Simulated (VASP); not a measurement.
# Ag (I4/mmm) in VASP: single point with LDA

Aim: the single point of Ag with LDA.

All numbers are computed with VASP 6.6.1; they aren't measurements. Logs are shortened: lines on timing, memory, paths and dates and some standing lists are left out, and cuts for length are marked.

## Step 1: The cell of the first run

Symmetry: I4/mmm, No. 139, tetragonal system. The conventional cell has a = 3.258 Å, b = 3.258 Å, c = 3.421 Å, α = 90.00°, β = 90.00°, γ = 90.00°. Ag (site symmetry 4/mmm) has 14 Ag at 2.87 to 3.42 Å within 3.8 Å.

## Step 2: Single point, LDA

INCAR

```
ALGO     = Fast           # electronic algorithm
EDIFF    = 1E-6           # SCF threshold, eV
ENCUT    = 520            # plane-wave cutoff, eV
ISIF     = 2              # what is computed and relaxed
ISMEAR   = 0              # smearing method
LASPH    = True           # aspherical terms in the spheres
LCHARG   = False          # write CHGCAR
LREAL    = False          # projectors in reciprocal space
LWAVE    = False          # write WAVECAR
NBANDS   = 12             # bands
NELM     = 60             # most SCF steps
PREC     = Accurate       # precision mode
SIGMA    = 0.15           # smearing width, eV
```

KPOINTS

```
k-points
0
Gamma
  22 22 22
```

POSCAR

```
Ag
1.0
   -1.6289452327      1.6289452327      1.7103924944
    1.6289452327     -1.6289452327      1.7103924944
    1.6289452327      1.6289452327     -1.7103924944
Ag
1
Direct
    0.0000000000      0.0000000000      0.0000000000
```

Potentials or basis: VASP PAW LDA potentials, release 64 (Ag).

The run is started by

```bash
> cat potpaw_LDA.64/Ag/POTCAR > POTCAR
> mpirun -np 1 vasp_std > vasp.out
```

OUTCAR:

```text
EDIFF = 1E-6
   ENCUT = 520
   ISIF = 2
   ISMEAR = 0
   LASPH = True
   LREAL = False
   NELM = 60
   PREC = Accurate

 ion  position               nearest neighbor table
   1  0.000  0.000  0.000-

  LATTYP: Found a body centered tetragonal cell.
 ALAT       =     3.2578904654
 C/A-ratio  =     1.0500000000

  Lattice vectors:

 A1 = (  -1.6289452327,   1.6289452327,   1.7103924944)
 A2 = (   1.6289452327,  -1.6289452327,   1.7103924944)
 A3 = (   1.6289452327,   1.6289452327,  -1.7103924944)

Analysis of symmetry for initial positions (statically):
=====================================================================
 Subroutine PRICEL returns:
 Original cell was already a primitive cell.

 Routine SETGRP: Setting up the symmetry group for a
 body centered tetragonal supercell.

 Subroutine GETGRP returns: Found 16 space group operations
 (whereof 16 operations were pure point group operations)
 out of a pool of 16 trial point group operations.

The static configuration has the point symmetry D_4h.

Analysis of symmetry for dynamics (positions and initial velocities):
=====================================================================
 Subroutine PRICEL returns:
 Original cell was already a primitive cell.

 Routine SETGRP: Setting up the symmetry group for a
 body centered tetragonal supercell.

 Subroutine GETGRP returns: Found 16 space group operations
 (whereof 16 operations were pure point group operations)
 out of a pool of 16 trial point group operations.

The dynamic configuration has the point symmetry D_4h.

 Subroutine INISYM returns: Found 16 space group operations
 (whereof 16 operations are pure point group operations),
 and found     1 'primitive' translations

----------------------------------------------------------------------------------------

                                     Primitive cell

  volume of cell :      18.1538

  direct lattice vectors                    reciprocal lattice vectors
    -1.628945233  1.628945233  1.710392494     0.000000000  0.306947091  0.292330563
     1.628945233 -1.628945233  1.710392494     0.306947091  0.000000000  0.292330563
     1.628945233  1.628945233 -1.710392494     0.306947091  0.306947091  0.000000000

  length of vectors
     2.869210279  2.869210279  2.869210279     0.423879316  0.423879316  0.434088739

  position of ions in fractional coordinates (direct lattice)
     0.000000000  0.000000000  0.000000000

  ion indices of the primitive-cell ions
   primitive index   ion index
                 1           1

----------------------------------------------------------------------------------------

 KPOINTS: k-points

Automatic generation of k-mesh.
 Grid dimensions read from file:
 generate k-points for:   22   22   22

 Generating k-lattice:

  Cartesian coordinates                     Fractional coordinates (reciprocal lattice)
     0.000000000  0.013952140  0.013287753     0.045454545  0.000000000  0.000000000
     0.013952140  0.000000000  0.013287753     0.000000000  0.045454545  0.000000000
     0.013952140  0.013952140  0.000000000     0.000000000  0.000000000  0.045454545

  Length of vectors
     0.019267242  0.019267242  0.019731306

  Shift w.r.t. Gamma in fractional coordinates (k-lattice)
     0.000000000  0.000000000  0.000000000

 Subroutine IBZKPT returns following result:
 ===========================================

 Found    834 irreducible k-points:

 Following reciprocal coordinates:
            Coordinates               Weight
  0.000000  0.000000  0.000000      1.000000
  0.045455 -0.000000  0.000000      8.000000
  0.090909 -0.000000  0.000000      8.000000
  0.136364 -0.000000  0.000000      8.000000
  0.181818 -0.000000  0.000000      8.000000
  0.227273  0.000000 -0.000000      8.000000
[... 16 lines left out ...]
  0.500000  0.045455  0.000000     16.000000
 -0.454545  0.045455  0.000000     16.000000
 [... further k-points ...]
   k-points           NKPTS =    834   k-points in BZ     NKDIM =    834   number of bands    NBANDS=     12
   number of dos      NEDOS =    301   number of ions     NIONS =      1
   total plane-waves  NPLWV =  13824
   dimension x,y,z NGX =    24 NGY =   24 NGZ =   24
   dimension x,y,z NGXF=    48 NGYF=   48 NGZF=   48
   ions per type =               1
   NGX,Y,Z   is equivalent  to a cutoff of  13.91, 13.91, 13.91 a.u.
   NGXF,Y,Z  is equivalent  to a cutoff of  27.81, 27.81, 27.81 a.u.
 SYSTEM =  unknown system
   PREC   = accura    normal or accurate (medium, high low for compatibility)
   ISTART =      0    job   : 0-new  1-cont  2-samecut
   ICHARG =      2    charge: 1-file 2-atom 10-const
   ISPIN  =      1    spin polarized calculation?
   LNONCOLLINEAR =      F non collinear calculations
   LSORBIT =      F    spin-orbit coupling
   LASPH  =      T    aspherical Exc in radial PAW
   ENCUT  =  520.0 eV  38.22 Ry    6.18 a.u.   5.33  5.33  5.33*2*pi/ulx,y,z
   NELM   =     60;   NELMIN=  2; NELMDL= -5     # of ELM steps
   EDIFF  = 0.1E-05   stopping-criterion for ELM
   LREAL  =      F    real-space projection
   EDIFFG = 0.1E-04   stopping-criterion for IOM
   NSW    =      0    number of steps for IOM
   IBRION =     -1    ionic relax: 0-MD 1-quasi-New 2-CG
   NFREE  =      0    steps in history (QN), initial steepest desc. (CG)
   ISIF   =      2    stress and relaxation
   ISYM   =      2    0-nonsym 1-usesym 2-fastsym
   POTIM  = 0.5000    time-step for ionic-motion
   TEBEG  =    0.0;   TEEND  =   0.0 temperature during run
   PSTRESS=    0.0 pullay stress
   NELECT =      11.0000    total number of electrons
   NUPDOWN=      -1.0000    fix difference up-down
   EMIN   =  10.00;   EMAX   =-10.00  energy-range for DOS
   EFERMI =   0.00;   METHOD = LEGACY
   ISMEAR =     0;   SIGMA  =   0.15  broadening in eV -4-tet -1-fermi 0-gaus
   EFERMI_NEDOS =   21; number of points for ismear=-14 and -15
   IALGO  =     68    algorithm
   IMIX   =      4    mixing-type and parameters
     AMIX     =   0.40;   BMIX     =  1.00
     AMIX_MAG =   1.60;   BMIX_MAG =  1.00
  volume/ion in A,a.u.               =      18.15       122.51
  Fermi-wavevector in a.u.,A,eV,Ry     =   1.385318  2.617871 26.111022  1.919106
  Thomas-Fermi vector in A             =   2.509739
   LORBIT       =      0    0 simple, 1 ext, 2 COOP (PROOUT), +10 PAW based schemes
   GGA     = CA    functional components
   LHFCALC =     F    Hartree Fock is set to
   AEXX    =    0.0000 exact exchange contribution
   IVDW    =     0    specifies the selected vdW correction
   LEPSILON=     F    determine dielectric tensor
   LRPA    =     F    only Hartree local field effects (RPA)
 non-spin polarized calculation
 RMM-DIIS sequential band-by-band and
 Gauss-broadening in eV      SIGMA  =   0.15
  energy-cutoff  :      520.00
  volume of cell :       18.15
 maximum number of plane-waves:       506
 NGX is ok and might be reduce to    24
   NGX = 11   NGY = 11   NGZ = 11

 number of electron      11.0000000 magnetization

 Free energy of the ion-electron system (eV)
  ---------------------------------------------------
  ext. energy  EPLUGINS =         0.00000000
  ---------------------------------------------------
  free energy    TOTEN  =        -3.66325850 eV

  energy without entropy =       -3.65893890  energy(sigma->0) =       -3.66109870

 E-fermi :   7.3093     XC(G=0): -12.2182

 val. band max:        7.3065399198   @ k =  -0.2273   0.4545   0.0909
 cond. band min:       7.3112948651   @ k =  -0.1818   0.4545   0.0909
 fundamental gap:      0.0047549453
 Fermi energy:         7.3092808588

 k-point     1 :       0.0000    0.0000    0.0000
  band No.  band energies     occupation
      1      -0.0754      2.00000
      2       2.5740      2.00000
      3       2.5740      2.00000
      4       2.7718      2.00000
      5       3.7389      2.00000
      6       3.9550      2.00000
      7      24.5376      0.00000
      8      25.2826      0.00000
      9      25.2826      0.00000
     10      29.4201      0.00000
     11      30.6931      0.00000
     12      30.8346      0.00000

 k-point     2 :       0.0455   -0.0000    0.0000
  band No.  band energies     occupation
      1      -0.0111      2.00000
      2       2.5777      2.00000
      3       2.5835      2.00000
      4       2.7831      2.00000
      5       3.7280      2.00000
      6       3.9486      2.00000
      7      24.4601      0.00000
      8      25.1534      0.00000
      9      25.3197      0.00000
     10      28.7791      0.00000
     11      29.6612      0.00000
     12      30.2208      0.00000

 k-point     3 :       0.0909   -0.0000    0.0000
  band No.  band energies     occupation
      1       0.1778      2.00000
      2       2.5815      2.00000
      3       2.5891      2.00000
      4       2.8472      2.00000
      5       3.6972      2.00000
      6       3.9337      2.00000
      7      23.9851      0.00000
      8      24.8564      0.00000
      9      25.4250      0.00000
     10      27.9751      0.00000
     11      28.6447      0.00000
     12      29.2012      0.00000

 k-point     4 :       0.1364   -0.0000    0.0000
  band No.  band energies     occupation
      1       0.4755      2.00000
      2       2.5370      2.00000
      3       2.6141      2.00000
      4       2.9941      2.00000
      5       3.6546      2.00000
      6       3.9190      2.00000
      7      22.8173      0.00000
      8      24.4851      0.00000
      9      25.5793      0.00000
     10      27.5779      0.00000
     11      28.0159      0.00000
     12      28.0399      0.00000

 k-point     5 :       0.1818   -0.0000    0.0000
  band No.  band energies     occupation
      1       0.8421      2.00000
      2       2.4627      2.00000
      3       2.6806      2.00000
      4       3.2087      2.00000
      5       3.6163      2.00000
      6       3.9095      2.00000
      7      21.2245      0.00000
      8      23.9110      0.00000
      9      25.7258      0.00000
     10      26.8451      0.00000
     11      27.4132      0.00000
     12      28.0651      0.00000
[... 228 lines left out ...]
      1       1.3476      2.00000
      2       2.0442      2.00000
      3       3.6727      2.00000
      4       3.9190      2.00000
      5       4.5429      2.00000
      6       6.5033      2.00000
      7      12.1119      0.00000
      8      20.6330      0.00000
      9      21.4933      0.00000
     10      26.9563      0.00000
     11      28.2935      0.00000
     12      30.8652      0.00000

 k-point    22 :       0.4545    0.0455    0.0000
  band No.  band energies     occupation
      1       1.3152      2.00000
      2       2.0187      2.00000
      3       3.6709      2.00000
      4       3.9470      2.00000
      5       4.6555      2.00000
      6       7.2758      1.24809
      7      11.1021      0.00000
      8      20.4884      0.00000
      9      21.2511      0.00000
     10      26.9981      0.00000
     11      28.3573      0.00000
     12      30.5913      0.00000

 k-point    23 :       0.5000    0.0455    0.0000
  band No.  band energies     occupation
      1       1.3145      2.00000
      2       2.0179      2.00000
      3       3.6586      2.00000
      4       3.9641      2.00000
      5       4.6553      2.00000
      6       7.2983      1.08249
      7      11.0722      0.00000
      8      20.5006      0.00000
      9      21.2494      0.00000
     10      26.9917      0.00000
     11      28.3426      0.00000
     12      30.4612      0.00000

 k-point    24 :      -0.4545    0.0455    0.0000
  band No.  band energies     occupation
      1       1.3453      2.00000
      2       2.0420      2.00000
      3       3.6395      2.00000
      4       3.9660      2.00000
      5       4.5433      2.00000
      6       6.5443      2.00000
      7      12.0482      0.00000
      8      20.6678      0.00000
      9      21.4917      0.00000
     10      26.9378      0.00000
     11      28.2455      0.00000
     12      30.4323      0.00000

 [... further k-points ...]

------------------------ aborting loop because EDIFF is reached ----------------------------------------

  FORCE on cell =-STRESS in cart. coord.  units (eV):
  Direction    XX          YY          ZZ          XY          YZ          ZX
  --------------------------------------------------------------------------------------
  -------------------------------------------------------------------------------------
  Total       -1.2984092     -1.2984092     -1.2236768      0.0000000      0.0000000      0.0000000
  in kB     -114.5917694   -114.5917694   -107.9962220      0.0000000      0.0000000      0.0000000
  external PRESSURE =    -112.3932536 kB  Pullay stress =       0.0000000 kB

 VOLUME and BASIS-vectors are now :
 -----------------------------------------------------------------------------
  energy-cutoff  :      520.00
  volume of cell :       18.15
      direct lattice vectors                 reciprocal lattice vectors
    -1.628945233  1.628945233  1.710392494     0.000000000  0.306947091  0.292330563
     1.628945233 -1.628945233  1.710392494     0.306947091  0.000000000  0.292330563
     1.628945233  1.628945233 -1.710392494     0.306947091  0.306947091  0.000000000

 POSITION                                       TOTAL-FORCE (eV/Angst)
 -----------------------------------------------------------------------------------
      0.00000      0.00000      0.00000         0.000000      0.000000      0.000000
 -----------------------------------------------------------------------------------
    total drift:                                0.000000      0.000000      0.000000

  FREE ENERGIE OF THE ION-ELECTRON SYSTEM (eV)
  ---------------------------------------------------
  free  energy   TOTEN  =        -3.6632585015 eV

  energy  without entropy=       -3.6589388999  energy(sigma->0) =       -3.66109870
```

Wall time 65 s (1 thread of Intel Xeon 6975P-C, shared host); peak memory 0.28 GiB.

What came out:

| Property | Result |
| --- | --- |
| Free energy | -3.6633 eV |
| Pressure | -11.2 GPa |

Stress tensor (GPa, compression positive):
```
-11.46   0.00   0.00
  0.00 -11.46   0.00
  0.00   0.00 -10.80
```

Levels at points of the mesh, in eV from the Fermi level:
```csv
k point,band 2,band 3,band 4,band 5,band 6,band 7,band 8,band 9,band 10,band 11
"(0.00, 0.00, 0.00)",-4.74,-4.74,-4.54,-3.57,-3.35,17.23,17.97,17.97,22.11,23.38
"(0.50, 0.00, 0.00)",-5.30,-3.64,-3.32,-2.56,-0.05,3.61,13.35,14.15,19.56,20.72
"(0.50, 0.50, 0.00)",-5.53,-3.36,-3.27,-2.51,0.22,4.07,12.56,13.08,18.76,19.58
"(0.50, 0.50, 0.50)",-5.95,-2.80,-2.74,-2.74,5.74,7.09,7.09,11.38,13.10,13.51
```
